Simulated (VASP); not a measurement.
# Ti (Amm2) in VASP: single point with PBE

Aim: the single point of Ti with PBE.

All numbers are computed with VASP 6.6.1; they aren't measurements. Logs are shortened: lines on timing, memory, paths and dates and some standing lists are left out, and cuts for length are marked.

## (1) The cell of the first run

The structure is orthorhombic, space group Amm2 (No. 38). Conventional cell: a = 2.832 Å, b = 4.579 Å, c = 7.931 Å, α = 90.00°, β = 90.00°, γ = 90.00°. Within 3.7 Å of Ti (site symmetry mm2) lie 14 Ti at 2.83 to 3.10 Å. Ti (site symmetry mm2) has 11 Ti at 2.64 to 3.10 Å within 3.5 Å. Within 3.5 Å of Ti (site symmetry mm2) lie 11 Ti at 2.64 to 3.05 Å.

## (2) Single point, PBE (atoms displaced along a vibrational mode)

Contents of INCAR:

```
ALGO = Normal
EDIFF = 1E-6
ENCUT = 500
GGA = PE
GGA_COMPAT = F
ISIF = 2
ISMEAR = 0
LASPH = T
LCHARG = T
LELF = T
LREAL = F
LVHAR = T
LWAVE = F
NBANDS = 25
NELM = 120
PREC = Accurate
SIGMA = 0.15
```

Contents of KPOINTS:

```
k-points
0
Gamma
  12 12 14
```

Contents of POSCAR:

```
Ti
1.0
    4.5790987804      0.0000000000      0.0000000000
   -2.2895493902      3.9656158702      0.0000000000
    0.0000000000      0.0000000000      2.8317615649
Ti
3
Direct
   -0.0094941117     -0.0189882234      0.0000000000
    0.3380803892      0.6761607784      0.5000000000
    0.6714137225      0.3428274450      0.5000000000
```

Potentials or basis: VASP PAW PBE potentials, release 64 (Ti_sv).

On the command line:

```console
> cat potpaw_PBE.64/Ti_sv/POTCAR > POTCAR
> mpirun -np 1 vasp_std > vasp.out
```

OUTCAR:

```text
EDIFF = 1E-6
   ENCUT = 500
   GGA = PE
   ISIF = 2
   ISMEAR = 0
   LASPH = T
   LREAL = F
   NELM = 120
   PREC = Accurate

 ion  position               nearest neighbor table
   1  0.991  0.981  0.000-   3 2.90   3 2.90
   2  0.338  0.676  0.500-   3 2.64   3 2.64   3 2.64
   3  0.671  0.343  0.500-   2 2.64   2 2.64   2 2.64   1 2.90   1 2.90

  LATTYP: Found a hexagonal cell.
 ALAT       =     4.5790987804
 C/A-ratio  =     0.6184102376

  Lattice vectors:

 A1 = (   4.5790987804,   0.0000000000,   0.0000000000)
 A2 = (  -2.2895493902,   3.9656158702,   0.0000000000)
 A3 = (   0.0000000000,   0.0000000000,   2.8317615649)

Analysis of symmetry for initial positions (statically):
=====================================================================
 Subroutine PRICEL returns:
 Original cell was already a primitive cell.

 Routine SETGRP: Setting up the symmetry group for a
 hexagonal supercell.

 Subroutine GETGRP returns: Found  4 space group operations
 (whereof  4 operations were pure point group operations)
 out of a pool of 24 trial point group operations.

The static configuration has the point symmetry C_2v.

Analysis of symmetry for dynamics (positions and initial velocities):
=====================================================================
 Subroutine PRICEL returns:
 Original cell was already a primitive cell.

 Routine SETGRP: Setting up the symmetry group for a
 hexagonal supercell.

 Subroutine GETGRP returns: Found  4 space group operations
 (whereof  4 operations were pure point group operations)
 out of a pool of 24 trial point group operations.

The dynamic configuration has the point symmetry C_2v.

 Subroutine INISYM returns: Found  4 space group operations
 (whereof  4 operations are pure point group operations),
 and found     1 'primitive' translations

----------------------------------------------------------------------------------------

                                     Primitive cell

  volume of cell :      51.4218

  direct lattice vectors                    reciprocal lattice vectors
     4.579098780  0.000000000  0.000000000     0.218383583  0.126083821  0.000000000
    -2.289549390  3.965615870  0.000000000     0.000000000  0.252167641  0.000000000
[... 81 lines left out ...]
   ISPIN  =      1    spin polarized calculation?
   LNONCOLLINEAR =      F non collinear calculations
   LSORBIT =      F    spin-orbit coupling
   LASPH  =      T    aspherical Exc in radial PAW
   ENCUT  =  500.0 eV  36.75 Ry    6.06 a.u.   8.35  8.35  5.16*2*pi/ulx,y,z
   NELM   =    120;   NELMIN=  2; NELMDL= -5     # of ELM steps
   EDIFF  = 0.1E-05   stopping-criterion for ELM
   LREAL  =      F    real-space projection
   EDIFFG = 0.1E-04   stopping-criterion for IOM
   NSW    =      0    number of steps for IOM
   IBRION =     -1    ionic relax: 0-MD 1-quasi-New 2-CG
   NFREE  =      0    steps in history (QN), initial steepest desc. (CG)
   ISIF   =      2    stress and relaxation
   ISYM   =      2    0-nonsym 1-usesym 2-fastsym
   POTIM  = 0.5000    time-step for ionic-motion
   TEBEG  =    0.0;   TEEND  =   0.0 temperature during run
   PSTRESS=    0.0 pullay stress
   NELECT =      36.0000    total number of electrons
   NUPDOWN=      -1.0000    fix difference up-down
   EMIN   =  10.00;   EMAX   =-10.00  energy-range for DOS
   EFERMI =   0.00;   METHOD = LEGACY
   ISMEAR =     0;   SIGMA  =   0.15  broadening in eV -4-tet -1-fermi 0-gaus
   EFERMI_NEDOS =   21; number of points for ismear=-14 and -15
   IALGO  =     38    algorithm
   IMIX   =      4    mixing-type and parameters
     AMIX     =   0.40;   BMIX     =  1.00
     AMIX_MAG =   1.60;   BMIX_MAG =  1.00
  volume/ion in A,a.u.               =      17.14       115.67
  Fermi-wavevector in a.u.,A,eV,Ry     =   1.453650  2.747000 28.750452  2.113099
  Thomas-Fermi vector in A             =   2.570892
   LORBIT       =      0    0 simple, 1 ext, 2 COOP (PROOUT), +10 PAW based schemes
   GGA     = PE    functional components
   LHFCALC =     F    Hartree Fock is set to
   AEXX    =    0.0000 exact exchange contribution
   IVDW    =     0    specifies the selected vdW correction
   LEPSILON=     F    determine dielectric tensor
   LRPA    =     F    only Hartree local field effects (RPA)
 non-spin polarized calculation
 Gauss-broadening in eV      SIGMA  =   0.15
  energy-cutoff  :      500.00
  volume of cell :       51.42
 maximum number of plane-waves:      1330
 NGX is ok and might be reduce to    36
   NGX = 17   NGY = 17   NGZ = 11

 number of electron      36.0000003 magnetization

 Free energy of the ion-electron system (eV)
  ---------------------------------------------------
  ext. energy  EPLUGINS =         0.00000000
  ---------------------------------------------------
  free energy    TOTEN  =       -23.51951542 eV

  energy without entropy =      -23.48847338  energy(sigma->0) =      -23.50399440

 E-fermi :   8.3538     XC(G=0): -11.5563

 val. band max:        8.3516153720   @ k =   0.4167   0.0833   0.1429
 cond. band min:       8.3558270541   @ k =   0.4167   0.1667   0.2857
 fundamental gap:      0.0042116821
 Fermi energy:         8.3538041520

 k-point     1 :       0.0000    0.0000    0.0000
  band No.  band energies     occupation
      1     -48.5124      2.00000
      2     -48.2694      2.00000
      3     -48.1091      2.00000
      4     -24.8443      2.00000
      5     -24.8414      2.00000
      6     -24.7195      2.00000
[... 661 lines left out ...]
     24      10.6750      0.00000
     25      10.7784      0.00000

 [... further k-points ...]

------------------------ aborting loop because EDIFF is reached ----------------------------------------

  FORCE on cell =-STRESS in cart. coord.  units (eV):
  Direction    XX          YY          ZZ          XY          YZ          ZX
  --------------------------------------------------------------------------------------
  -------------------------------------------------------------------------------------
  Total        0.0097449      0.1559502     -0.0777054      0.0000000      0.0000000      0.0000000
  in kB        0.3036257      4.8590240     -2.4211094      0.0000000      0.0000000      0.0000000
  external PRESSURE =       0.9138468 kB  Pullay stress =       0.0000000 kB

 VOLUME and BASIS-vectors are now :
 -----------------------------------------------------------------------------
  energy-cutoff  :      500.00
  volume of cell :       51.42
      direct lattice vectors                 reciprocal lattice vectors
     4.579098780  0.000000000  0.000000000     0.218383583  0.126083821  0.000000000
    -2.289549390  3.965615870  0.000000000     0.000000000  0.252167641  0.000000000
     0.000000000  0.000000000  2.831761565     0.000000000  0.000000000  0.353137076

 POSITION                                       TOTAL-FORCE (eV/Angst)
 -----------------------------------------------------------------------------------
      2.28955      3.89032      0.00000        -0.000000      0.340089      0.000000
      0.00000      2.68139      1.41588         0.000000     -0.127819      0.000000
      2.28955      1.35952      1.41588         0.000000     -0.212270      0.000000
 -----------------------------------------------------------------------------------
    total drift:                                0.000001      0.000193      0.000000

  FREE ENERGIE OF THE ION-ELECTRON SYSTEM (eV)
  ---------------------------------------------------
  free  energy   TOTEN  =       -23.5195154218 eV

  energy  without entropy=      -23.4884733848  energy(sigma->0) =      -23.50399440
```

OSZICAR:

```text
N       E                     dE             d eps       ncg     rms          rms(c)
DAV:   1     0.423267387020E+03    0.42327E+03   -0.18030E+04 17216   0.175E+03
DAV:   2     0.228367559608E+02   -0.40043E+03   -0.39354E+03 17383   0.511E+02
DAV:   3    -0.229460169186E+02   -0.45783E+02   -0.44748E+02 31924   0.148E+02
DAV:   4    -0.264919530662E+02   -0.35459E+01   -0.35221E+01 23751   0.375E+01
DAV:   5    -0.266738166665E+02   -0.18186E+00   -0.18180E+00 26981   0.728E+00    0.149E+01
DAV:   6    -0.235074800990E+02    0.31663E+01   -0.11628E+01 21529   0.320E+01    0.376E+00
DAV:   7    -0.235046435029E+02    0.28366E-02   -0.13530E+00 27352   0.902E+00    0.268E+00
DAV:   8    -0.235257336508E+02   -0.21090E-01   -0.58021E-01 24968   0.652E+00    0.252E+00
DAV:   9    -0.235290813199E+02   -0.33477E-02   -0.25362E-01 23636   0.571E+00    0.823E-01
DAV:  10    -0.235187533877E+02    0.10328E-01   -0.74775E-02 23412   0.251E+00    0.146E-01
DAV:  11    -0.235193675392E+02   -0.61415E-03   -0.84963E-03 26208   0.925E-01    0.153E-01
DAV:  12    -0.235195235933E+02   -0.15605E-03   -0.82771E-04 27684   0.339E-01    0.105E-01
DAV:  13    -0.235195316012E+02   -0.80078E-05   -0.49602E-04 24077   0.217E-01    0.200E-02
DAV:  14    -0.235195165093E+02    0.15092E-04   -0.26990E-05 28066   0.520E-02    0.614E-03
DAV:  15    -0.235195153106E+02    0.11987E-05   -0.62046E-06 18834   0.290E-02    0.344E-03
DAV:  16    -0.235195154218E+02   -0.11120E-06   -0.11997E-06 11630   0.121E-02
   1 F= -.23519515E+02 E0= -.23503994E+02  d E =-.310420E-01
```

Wall time 17 min (1 thread of Oxide Virtual Turin-like, shared host); peak memory 0.38 GiB.

What came out:

- Free energy: -23.5195 eV
- Pressure: 0.1 GPa
- Largest force: 0.340 eV/Å
- Band gap on the k mesh: zero (bands 18 and 19 overlap by 0.27 eV)

Forces on the atoms (eV/Å):
```
Ti   0.000  0.340  0.000
Ti   0.000 -0.128  0.000
Ti   0.000 -0.212  0.000
```

Caveat: the cell differs from its parent crystal (atoms displaced along a vibrational mode).
